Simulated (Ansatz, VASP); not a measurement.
Two plane-wave programs on TiTe2

The input INCAR:

```
PREC     = Accurate       # precision mode
ENCUT    = 520            # plane-wave cutoff, eV
EDIFF    = 1E-6           # SCF threshold, eV
ISMEAR   = 0              # smearing method
SIGMA    = 0.1            # smearing width, eV
LREAL    = False          # projectors in reciprocal space
LASPH    = True           # aspherical terms in the spheres
NELM     = 60             # most SCF steps
ALGO     = Normal         # electronic algorithm
ISIF     = 2              # what is computed and relaxed
LWAVE    = False          # write WAVECAR
LCHARG   = False          # write CHGCAR
LDIPOL   = True         
IDIPOL   = 3            
DIPOL    = 0.5 0.5 0.403
GGA      = PE             # functional
IVDW     = 12             # dispersion correction
NBANDS   = 33             # bands
```

The input KPOINTS:

```
Automatic mesh
0
Gamma
  9 9 1
```

The input POSCAR:

```
TiTe2
1.0
    3.6786896756      0.0000000000      0.0000000000
   -1.8393448378      3.1858387117      0.0000000000
    0.0000000000      0.0000000000     24.5502267604
Te Ti
4 2
Direct
    0.3333333333      0.6666666667      0.1832976959
    0.6666666667      0.3333333333      0.3268855094
    0.6666666667      0.3333333333      0.4788189329
    1.0000000000      0.0000000000      0.6224067464
    0.0000000000      0.0000000000      0.2550916027
    0.3333333333     -0.3333333333      0.5506128396
```

Input for Ansatz:

```yaml
crystal:
  lattice:
    - [3.6786896756, 0.0, 0.0]
    - [-1.8393448378, 3.1858387117, 0.0]
    - [0.0, 0.0, 24.5502267604]
  atoms:
    - { symbol: Te, position: [0.3333333333, 0.6666666667, 0.1832976959] }
    - { symbol: Ti, position: [0.0, 0.0, 0.2550916027] }
    - { symbol: Te, position: [0.6666666667, 0.3333333333, 0.3268855094] }
    - { symbol: Te, position: [0.6666666667, 0.3333333333, 0.4788189329] }
    - { symbol: Ti, position: [0.3333333333, -0.3333333333, 0.5506128396] }
    - { symbol: Te, position: [1.0, 0.0, 0.6224067464] }
basis:
  ecutwfc: 420
kpoints:
  mp_grid: { grid: [9, 9, 1] }
hamiltonian:
  xc: pbe
  dispersion: d3bj
scf:
  occupations: { method: gaussian, width: 0.1 }
output:
  forces: true
  eigenvalues: true
efield:
  axis: 3
  dipole_correction: true
  ramp_width: 0.04
```

Alike in both runs: task single point; functional PBE; dispersion D3(BJ); k mesh 9 × 9 × 1; occupations gaussian, width 0.1 eV; no spin polarisation.

|  | VASP | Ansatz |
| --- | --- | --- |
| version | VASP 6.6.1 | Ansatz 0.2.0 |
| potentials or method | VASP PAW PBE potentials, release 64 (Te, Ti_sv), cutoff 520 eV | scalar-relativistic, plane waves, PAW |
| valence electrons in the cell | 48 | 88 |

|  | VASP | Ansatz | Ansatz less VASP |
| --- | --- | --- | --- |
| gap on the k mesh at the Fermi level (eV) | none | none | - |
| rms of the force components (eV/Å) | 0.056 | 0.058 | +0.0013 |

A gap of «none» marks a metal or a gap that the smearing closes. VASP's potentials hold 48 valence electrons a cell and Ansatz's 88, so a difference there can come from the potentials and not from the codes.

Neither program's run includes spin-orbit coupling.
